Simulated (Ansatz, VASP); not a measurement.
**Two plane-wave programs on SiC**

File POSCAR:

```
SiC
1.0
   -1.5387796673     -2.6652445653      0.0000000000
    1.5387796672     -2.6652445654      0.0000000000
   -0.1538779667     -0.2665244565     10.0767691650
Si C
4 4
Direct
    0.2739295714      0.3333333333      0.5940376193
    0.6572629047      0.6666666667      0.0940376193
   -0.0344093182      0.0000000000      0.3440931819
   -0.0844093182      0.0000000000      0.8440931819
    0.2927329329      0.3333333333      0.4060040042
    0.5760662662      0.6666666667      0.9060040042
    0.9843335805      0.0000000000      0.1566641945
    0.9343335806      0.0000000000      0.6566641945
```

Contents of INCAR.step1:

```
PREC = Accurate
ENCUT = 520
ISMEAR = 0
SIGMA = 0.05
LREAL = F
LASPH = T
NELM = 60
NBANDS = 26
GGA = PE
ALGO = Normal
EDIFF = 1E-4
LWAVE = T
LCHARG = F
```

File INCAR.step2:

```
PREC = Accurate
ENCUT = 520
EDIFF = 1E-6
ISMEAR = 0
SIGMA = 0.05
LREAL = F
LASPH = T
NELM = 60
ALGO = Normal
ISIF = 2
LWAVE = F
LCHARG = F
METAGGA = R2SCAN
LMIXTAU = T
NBANDS = 26
ISTART = 1
```

File KPOINTS:

```
regular mesh
0
Gamma
  8 8 3
```

Input for Ansatz:

```yaml
crystal:
  lattice:
    - [-1.5387796673, -2.6652445653, 0.0]
    - [1.5387796672, -2.6652445654, 0.0]
    - [-0.1538779667, -0.2665244565, 10.076769165]
  atoms:
    - { symbol: Si, position: [0.2739295714, 0.3333333333, 0.5940376193] }
    - { symbol: Si, position: [0.6572629047, 0.6666666667, 0.0940376193] }
    - { symbol: Si, position: [-0.0344093182, 0.0, 0.3440931819] }
    - { symbol: Si, position: [-0.0844093182, 0.0, 0.8440931819] }
    - { symbol: C, position: [0.2927329329, 0.3333333333, 0.4060040042] }
    - { symbol: C, position: [0.5760662662, 0.6666666667, 0.9060040042] }
    - { symbol: C, position: [0.9843335805, 0.0, 0.1566641945] }
    - { symbol: C, position: [0.9343335806, 0.0, 0.6566641945] }
basis:
  ecutwfc: 500
kpoints:
  mp_grid: { grid: [8, 8, 3] }
hamiltonian:
  xc: r2scan
scf:
  occupations: { method: gaussian, width: 0.05 }
output:
  forces: true
  stress: true
  eigenvalues: true
```

Alike in both runs: task single point; functional r2SCAN; k mesh 8 × 8 × 3; occupations gaussian, width 0.05 eV; no spin polarisation.

```csv
,VASP,Ansatz
version,VASP 6.6.1,Ansatz 0.2.0
potentials or method,"VASP PAW PBE potentials, release 64 (Si, C), cutoff 520 eV","scalar-relativistic, plane waves, PAW"
valence electrons in the cell,32,32
```

|  | VASP | Ansatz | Ansatz less VASP |
| --- | --- | --- | --- |
| gap on the k mesh at the Fermi level (eV) | 2.19 | 2.18 | -0.011 |
| least direct gap on the mesh (eV) | 3.50 | 3.48 | -0.013 |
| pressure (GPa) | -0.4 | -0.2 | +0.18 |
| traceless stress, the component that is largest in VASP (GPa) | 4.01 | 3.99 | -0.024 |
| rms of the force components (eV/Å) | 0.255 | 0.254 | -0.0007 |

VASP's potentials were made for PBE, not for r2SCAN. Atom by atom the forces differ by 0.002 eV/Å (rms over components).
